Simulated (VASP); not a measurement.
Set up this calculation in VASP 6.6.1, as the native input.

```yaml
Task: single point
Functional: PBE
Dispersion: D3(BJ)
Potentials_or_basis: VASP PAW PBE potentials, release 64 (C)
Cutoff: 520 eV
k_mesh: 3 × 2 × 1
Occupations: gaussian, width 0.05 eV
Spin: no spin polarisation
Dipole_correction: yes
Further_INCAR_settings: LREAL = Auto; ALGO = Normal; EDIFF = 1e-06; NBANDS = 126
```

The structure of C lies in POSCAR:

```
C
1.0
    5.0301999808      0.0000000000      0.0000000000
    0.0000000000      7.1137770343      0.0000000000
    0.0000000000      0.0000000000     26.0494499760
C
48
Direct
    0.2500000000      0.5000000000      0.3071082118
    0.2500000000      0.0000000000      0.3071082118
    0.7500000000      0.5000000000      0.3071082118
    0.7500000000      0.0000000000      0.3071082118
    0.5000000000      0.6250000000      0.3071082118
    0.5000000000      0.1250000000      0.3071082118
    0.0000000000      0.6250000000      0.3071082118
    0.0000000000      0.1250000000      0.3071082118
    0.5000000000      0.7500000000      0.3553837031
    0.5000000000      0.2500000000      0.3553837031
    0.0000000000      0.7500000000      0.3553837031
    0.0000000000      0.2500000000      0.3553837031
    0.7500000000      0.8750000000      0.3553837031
    0.7500000000      0.3750000000      0.3553837031
    0.2500000000      0.8750000000      0.3553837031
    0.2500000000      0.3750000000      0.3553837031
    0.7500000000      0.0000000000      0.4036591944
    0.7500000000      0.5000000000      0.4036591944
    0.2500000000      0.0000000000      0.4036591944
    0.2500000000      0.5000000000      0.4036591944
    0.0000000000      0.1250000000      0.4036591944
    0.0000000000      0.6250000000      0.4036591944
    0.5000000000      0.1250000000      0.4036591944
    0.5000000000      0.6250000000      0.4036591944
   -0.0002241985      0.2509536525      0.4519792506
    0.0009102402      0.7499171312      0.4518548054
    0.4995698168      0.2503221347      0.4518116434
    0.4997950994      0.7505840140      0.4515693989
    0.2491565541      0.3750252113      0.4518428343
    0.2500035065      0.8743178416      0.4519510320
    0.7500690612      0.3746174392      0.4516219827
    0.7507582568      0.8745131743      0.4518829974
    0.2527795362      0.5021966690      0.5016441135
    0.2499439488      0.0050434350      0.5022413665
    0.7483296628      0.5023200562      0.5009001734
    0.7491881583      0.0005724646      0.4998679558
    0.5008679138      0.6223724507      0.5007510257
    0.5010299791      0.1236858040      0.4996903381
   -0.0027890319      0.6226120394      0.5017247739
   -0.0000331422      0.1208266083      0.5022586878
    0.4925467105      0.7588453884      0.5434134039
    0.5078141616      0.2503410181      0.5483600958
   -0.0042320223      0.7630980953      0.5441920093
    0.0052236909      0.2704090259      0.5439942161
    0.7406180263      0.8729610495      0.5491448842
    0.7568064238      0.3673292102      0.5442685303
    0.2451292039      0.8564377807      0.5439568429
    0.2544033490      0.3629660720      0.5443880366
```

These files were run (other wordings do the same):

INCAR

```
SYSTEM = C
PREC = Accurate
ENCUT = 520
EDIFF = 1E-6
ISMEAR = 0
SIGMA = 0.05
LREAL = Auto
LASPH = .TRUE.
NELM = 60
ALGO = Normal
ISIF = 2
LWAVE = .FALSE.
LCHARG = .FALSE.
LDIPOL = .TRUE.
IDIPOL = 3
DIPOL = 0.5 0.5 0.427
GGA = PE
IVDW = 12
NBANDS = 126
```

KPOINTS

```
Automatic mesh
0
G
  3 2 1
  0 0 0
```

Potentials or basis: VASP PAW PBE potentials, release 64 (C).

Command:

```bash
$ cat potpaw_PBE.64/C/POTCAR > POTCAR
$ mpirun -np 1 vasp_std > vasp.out
```

Results of the run:

The largest force is 4.693 eV/Å, the band gap on the k mesh is zero (bands 96 and 97 overlap by 0.06 eV) and the dispersion energy per atom is -0.157 eV.

Caveat: the k points lie up to 0.44 Å⁻¹ apart.

Wall time 17 min on 1 thread of AMD EPYC 9R45 96-Core Processor (Zen 5), on a shared host, peak memory 0.9 GiB.
